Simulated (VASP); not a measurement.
# Be24Cl in VASP: a series of runs

Be24Cl is run at these levels: LDA; tasks: single point.

Program: VASP 6.6.1. These are calculated values, not measurements. Logs are shortened: lines on timing, memory, paths and dates and some standing lists are left out, and cuts for length are marked.

### Step 1. The cell of the first run

The cell holds a slab with vacuum, 25 atoms: a = 4.452 Å, b = 7.033 Å, c = 19.800 Å, α = 90.00°, β = 90.00°, γ = 90.00°.

### Step 2. Single point, LDA

INCAR reads:

```
ALGO = Normal
DIPOL = 0.5 0.5 0.321
EDIFF = 1E-6
ENCUT = 520
IDIPOL = 3
ISIF = 2
ISMEAR = 0
LASPH = T
LCHARG = F
LDIPOL = T
LREAL = Auto
LWAVE = F
NBANDS = 46
NELM = 80
PREC = Accurate
SIGMA = 0.1
```

KPOINTS reads:

```
k-points
0
Gamma
  6 4 1
```

POSCAR reads:

```
Be24Cl
1.0
    4.4524297778      0.0000000000      0.0000000000
    0.0000000000      7.0331519559      0.0000000000
    0.0000000000      0.0000000000     19.7998741415
Be Cl
24 1
Direct
    0.0000000000      0.3750000000      0.2020214862
    0.0000000000      0.8750000000      0.2020214862
    0.5000000000      0.3750000000      0.2020214862
    0.5000000000      0.8750000000      0.2020214862
    0.2500000000      0.1250000000      0.2344789088
    0.2500000000      0.6250000000      0.2344789088
    0.7500000000      0.1250000000      0.2344789088
    0.7500000000      0.6250000000      0.2344789088
    0.2500000000      0.3750000000      0.2993937541
    0.2500000000      0.8750000000      0.2993937541
    0.7500000000      0.3750000000      0.2993937541
    0.7500000000      0.8750000000      0.2993937541
    0.0000000000      0.1250000000      0.3261495625
    0.0000000000      0.6250000000      0.3261495625
    0.5000000000      0.1250000000      0.3261495625
    0.5000000000      0.6250000000      0.3261495625
    0.0000000000      0.3750000000      0.3969669015
    0.0000000000      0.8750000000      0.3969669015
    0.5000000000      0.3750000000      0.3969669015
    0.5000000000      0.8750000000      0.3969669015
    0.2500000000      0.1250000000      0.4191882273
    0.2500000000      0.6250000000      0.4191882273
    0.7500000000      0.1250000000      0.4191882273
    0.7500000000      0.6250000000      0.4191882273
    0.3333333333      0.2500000000      0.5084263487
```

Potentials or basis: VASP PAW LDA potentials, release 64 (Be, Cl).

The run is started by

```
$ cat potpaw_LDA.64/Be/POTCAR potpaw_LDA.64/Cl/POTCAR > POTCAR
$ mpirun -np 1 vasp_std > vasp.out
```

OUTCAR:

```text
EDIFF = 1E-6
   ENCUT = 520
   ISIF = 2
   ISMEAR = 0
   LASPH = T
   LREAL = Auto
   NELM = 80
   PREC = Accurate

 ion  position               nearest neighbor table
   1  0.000  0.375  0.202-   5 2.18   6 2.18   7 2.18   8 2.18   3 2.23   3 2.23  11 2.23   9 2.23

   2  0.000  0.875  0.202-   5 2.18   6 2.18   7 2.18   8 2.18   4 2.23   4 2.23  12 2.23  10 2.23

   3  0.500  0.375  0.202-   5 2.18   6 2.18   7 2.18   8 2.18   1 2.23   1 2.23  11 2.23   9 2.23
[... 39 lines left out ...]
  23  0.750  0.125  0.419-  17 2.13  18 2.13  19 2.13  20 2.13  13 2.15  15 2.15  21 2.23  21 2.23

  24  0.750  0.625  0.419-  17 2.13  18 2.13  19 2.13  20 2.13  14 2.15  16 2.15  22 2.23  22 2.23

  25  0.333  0.250  0.508-  21 2.01  19 2.49

  LATTYP: Found a simple orthorhombic cell.
 ALAT       =     4.4524297778
 B/A-ratio  =     1.5796210849
 C/A-ratio  =     4.4469817896

  Lattice vectors:

 A1 = (   4.4524297778,   0.0000000000,   0.0000000000)
 A2 = (   0.0000000000,   7.0331519559,   0.0000000000)
 A3 = (   0.0000000000,   0.0000000000,  19.7998741415)

Analysis of symmetry for initial positions (statically):
=====================================================================
 Subroutine PRICEL returns:
 Original cell was already a primitive cell.

 Routine SETGRP: Setting up the symmetry group for a
 simple orthorhombic supercell.

 Subroutine GETGRP returns: Found  1 space group operations
 (whereof  1 operations were pure point group operations)
 out of a pool of  8 trial point group operations.

The static configuration has the point symmetry C_1 .

Analysis of symmetry for dynamics (positions and initial velocities):
=====================================================================
 Subroutine PRICEL returns:
 Original cell was already a primitive cell.

 Routine SETGRP: Setting up the symmetry group for a
 simple orthorhombic supercell.

 Subroutine GETGRP returns: Found  1 space group operations
 (whereof  1 operations were pure point group operations)
 out of a pool of  8 trial point group operations.

The dynamic configuration has the point symmetry C_1 .

 Subroutine INISYM returns: Found  1 space group operations
 (whereof  1 operations are pure point group operations),
 and found     1 'primitive' translations

----------------------------------------------------------------------------------------

                                     Primitive cell

  volume of cell :     620.0254

  direct lattice vectors                    reciprocal lattice vectors
     4.452429778  0.000000000  0.000000000     0.224596468  0.000000000  0.000000000
     0.000000000  7.033151956  0.000000000     0.000000000  0.142183761  0.000000000
     0.000000000  0.000000000 19.799874141     0.000000000  0.000000000  0.050505372

  length of vectors
     4.452429778  7.033151956 19.799874141     0.224596468  0.142183761  0.050505372

  position of ions in fractional coordinates (direct lattice)
     0.000000000  0.375000000  0.202021486
     0.000000000  0.875000000  0.202021486
     0.500000000  0.375000000  0.202021486
     0.500000000  0.875000000  0.202021486
     0.250000000  0.125000000  0.234478909
     0.250000000  0.625000000  0.234478909
[... 17 lines left out ...]
     0.750000000  0.625000000  0.419188227
     0.333333333  0.250000000  0.508426349

  ion indices of the primitive-cell ions
   primitive index   ion index
                 1           1
                 2           2
                 3           3
                 4           4
                 5           5
                 6           6
[... 17 lines left out ...]
                24          24
                25          25

----------------------------------------------------------------------------------------

 KPOINTS: k-points

Automatic generation of k-mesh.
 Grid dimensions read from file:
 generate k-points for:    6    4    1

 Generating k-lattice:

  Cartesian coordinates                     Fractional coordinates (reciprocal lattice)
     0.037432745  0.000000000  0.000000000     0.166666667  0.000000000  0.000000000
     0.000000000  0.035545940  0.000000000     0.000000000  0.250000000  0.000000000
     0.000000000  0.000000000  0.050505372     0.000000000  0.000000000  1.000000000

  Length of vectors
     0.037432745  0.035545940  0.050505372

  Shift w.r.t. Gamma in fractional coordinates (k-lattice)
     0.000000000  0.000000000  0.000000000

 Subroutine IBZKPT returns following result:
 ===========================================

 Found     14 irreducible k-points:

 Following reciprocal coordinates:
            Coordinates               Weight
  0.000000  0.000000  0.000000      1.000000
  0.166667  0.000000  0.000000      2.000000
  0.333333  0.000000  0.000000      2.000000
  0.500000  0.000000  0.000000      1.000000
  0.000000  0.250000  0.000000      2.000000
  0.166667  0.250000  0.000000      2.000000
  0.166667 -0.250000  0.000000      2.000000
  0.333333  0.250000  0.000000      2.000000
  0.333333 -0.250000  0.000000      2.000000
  0.500000  0.250000  0.000000      2.000000
  0.000000  0.500000  0.000000      1.000000
  0.166667  0.500000  0.000000      2.000000
  0.333333  0.500000  0.000000      2.000000
  0.500000  0.500000  0.000000      1.000000
   k-points           NKPTS =     14   k-points in BZ     NKDIM =     14   number of bands    NBANDS=     46
   number of dos      NEDOS =    301   number of ions     NIONS =     25
   total plane-waves  NPLWV = 291600
   dimension x,y,z NGX =    36 NGY =   54 NGZ =  150
   dimension x,y,z NGXF=    72 NGYF=  108 NGZF=  300
   ions per type =              24   1
   NGX,Y,Z   is equivalent  to a cutoff of  13.44, 12.76, 12.59 a.u.
   NGXF,Y,Z  is equivalent  to a cutoff of  26.88, 25.53, 25.19 a.u.
 SYSTEM =  unknown system
   PREC   = accura    normal or accurate (medium, high low for compatibility)
   ISTART =      0    job   : 0-new  1-cont  2-samecut
   ICHARG =      2    charge: 1-file 2-atom 10-const
   ISPIN  =      1    spin polarized calculation?
   LNONCOLLINEAR =      F non collinear calculations
   LSORBIT =      F    spin-orbit coupling
   LASPH  =      T    aspherical Exc in radial PAW
   ENCUT  =  520.0 eV  38.22 Ry    6.18 a.u.   8.28 13.08 36.81*2*pi/ulx,y,z
   NELM   =     80;   NELMIN=  2; NELMDL= -5     # of ELM steps
   EDIFF  = 0.1E-05   stopping-criterion for ELM
   LREAL  =      T    real-space projection
   EDIFFG = 0.1E-04   stopping-criterion for IOM
   NSW    =      0    number of steps for IOM
   IBRION =     -1    ionic relax: 0-MD 1-quasi-New 2-CG
   NFREE  =      0    steps in history (QN), initial steepest desc. (CG)
   ISIF   =      2    stress and relaxation
   ISYM   =      2    0-nonsym 1-usesym 2-fastsym
   POTIM  = 0.5000    time-step for ionic-motion
   TEBEG  =    0.0;   TEEND  =   0.0 temperature during run
   PSTRESS=    0.0 pullay stress
   NELECT =      55.0000    total number of electrons
   NUPDOWN=      -1.0000    fix difference up-down
   EMIN   =  10.00;   EMAX   =-10.00  energy-range for DOS
   EFERMI =   0.00;   METHOD = LEGACY
   ISMEAR =     0;   SIGMA  =   0.10  broadening in eV -4-tet -1-fermi 0-gaus
   EFERMI_NEDOS =   21; number of points for ismear=-14 and -15
   IALGO  =     38    algorithm
   IMIX   =      4    mixing-type and parameters
     AMIX     =   0.40;   BMIX     =  1.00
     AMIX_MAG =   1.60;   BMIX_MAG =  1.00
  volume/ion in A,a.u.               =      24.80       167.37
  Fermi-wavevector in a.u.,A,eV,Ry     =   0.730117  1.379721  7.252872  0.533071
  Thomas-Fermi vector in A             =   1.822008
   LORBIT       =      0    0 simple, 1 ext, 2 COOP (PROOUT), +10 PAW based schemes
   GGA     = CA    functional components
   LHFCALC =     F    Hartree Fock is set to
   AEXX    =    0.0000 exact exchange contribution
   IVDW    =     0    specifies the selected vdW correction
   LEPSILON=     F    determine dielectric tensor
   LRPA    =     F    only Hartree local field effects (RPA)
 non-spin polarized calculation
 Gauss-broadening in eV      SIGMA  =   0.10
  energy-cutoff  :      520.00
  volume of cell :      620.03
 maximum number of plane-waves:     16734
 NGX is ok and might be reduce to    36
   NGX = 17   NGY = 27   NGZ = 73

 dipolmoment           0.000000      0.000000     -0.114951 electrons x Angstroem

 number of electron      55.0000001 magnetization

 dipolmoment           0.000000      0.000000      0.133656 electrons x Angstroem

 Free energy of the ion-electron system (eV)
  ---------------------------------------------------
  ext. energy  EPLUGINS =         0.00000000
  ---------------------------------------------------
  free energy    TOTEN  =       -96.42017286 eV

  energy without entropy =      -96.39936745  energy(sigma->0) =      -96.40977016

 E-fermi :  -1.1697     XC(G=0):  -4.4664

 val. band max:       -1.2323497967   @ k =   0.5000   0.5000   0.0000
 cond. band min:      -1.1541003690   @ k =   0.1667  -0.2500   0.0000
 fundamental gap:      0.0782494277
 Fermi energy:        -1.1697099297

 k-point     1 :       0.0000    0.0000    0.0000
  band No.  band energies     occupation
      1     -16.8542      2.00000
      2     -11.5627      2.00000
      3      -9.5149      2.00000
      4      -9.4424      2.00000
      5      -9.4055      2.00000
      6      -7.5224      2.00000
[... 577 lines left out ...]
     38       3.4160      0.00000
     39       3.4544      0.00000
 [bands above 39 left out]

------------------------ aborting loop because EDIFF is reached ----------------------------------------

 vacuum level on the upper side and lower side of the slab       (xc-potential included)         0.369        -0.381

  FORCE on cell =-STRESS in cart. coord.  units (eV):
  Direction    XX          YY          ZZ          XY          YZ          ZX
  --------------------------------------------------------------------------------------
  -------------------------------------------------------------------------------------
  Total        2.4641623     -4.0262775     -0.8232947     -0.0500955     -1.3888524      0.4205474
  in kB        6.3675209    -10.4041063     -2.1274354     -0.1294493     -3.5888653      1.0867158
  external PRESSURE =      -2.0546736 kB  Pullay stress =       0.0000000 kB

 VOLUME and BASIS-vectors are now :
 -----------------------------------------------------------------------------
  energy-cutoff  :      520.00
  volume of cell :      620.03
      direct lattice vectors                 reciprocal lattice vectors
     4.452429778  0.000000000  0.000000000     0.224596468  0.000000000  0.000000000
     0.000000000  7.033151956  0.000000000     0.000000000  0.142183761  0.000000000
     0.000000000  0.000000000 19.799874141     0.000000000  0.000000000  0.050505372

 POSITION                                       TOTAL-FORCE (eV/Angst)
 -----------------------------------------------------------------------------------
      0.00000      2.63743      4.00000         0.036476     -0.031198      0.548155
      0.00000      6.15401      4.00000        -0.075391     -0.014858      0.550205
      2.22621      2.63743      4.00000        -0.032172      0.025005      0.575235
      2.22621      6.15401      4.00000         0.070449     -0.135110      0.541473
      1.11311      0.87914      4.64265        -0.023520      0.064258     -0.632703
      1.11311      4.39572      4.64265        -0.008501     -0.079026     -0.629955
[... 17 lines left out ...]
      3.33932      4.39572      8.29987         0.117920     -0.089986     -0.019720
      1.48414      1.75829     10.06678         0.224490     -0.476623      0.007620
 -----------------------------------------------------------------------------------
    total drift:                                0.000018      0.003962     -0.001915

  FREE ENERGIE OF THE ION-ELECTRON SYSTEM (eV)
  ---------------------------------------------------
  free  energy   TOTEN  =       -96.4201728642 eV

  energy  without entropy=      -96.3993674480  energy(sigma->0) =      -96.40977016

 vacuum level on the upper side and lower side of the slab         4.113         3.358
```

Run time: 13 min. Hardware: 1 thread of Intel Xeon Platinum 8488C (Sapphire Rapids), shared host; peak memory 0.61 GiB.

Results:

| Property | Result |
| --- | --- |
| Free energy | -96.4202 eV |
| Largest force | 0.826 eV/Å |
| Band gap on the k mesh | zero (an odd number of electrons rules out a gap without spin polarisation) |

Forces in eV/Å, atoms in the order of the input:
```
Be   0.036 -0.031  0.548
Be  -0.075 -0.015  0.550
Be  -0.032  0.025  0.575
Be   0.070 -0.135  0.541
Be  -0.024  0.064 -0.633
Be  -0.009 -0.079 -0.630
Be   0.015  0.058 -0.614
Be  -0.005  0.146 -0.813
Be  -0.087 -0.001  0.212
Be  -0.013 -0.104  0.027
Be   0.073  0.125 -0.124
Be   0.037 -0.037  0.071
Be   0.116  0.046  0.226
Be  -0.118  0.045 -0.030
Be  -0.036  0.022  0.386
Be   0.101  0.101 -0.008
Be  -0.456  0.407 -0.467
Be  -0.060 -0.138 -0.152
Be   0.312  0.305  0.068
Be   0.018 -0.192 -0.279
Be  -0.010 -0.266  0.617
Be  -0.075  0.317 -0.056
Be  -0.122 -0.096 -0.004
Be   0.118 -0.090 -0.020
Cl   0.224 -0.477  0.008
```

(Continued in part 2 of 3.)

The gap in the log of VASP goes by the Fermi energy; the results here count the filled bands.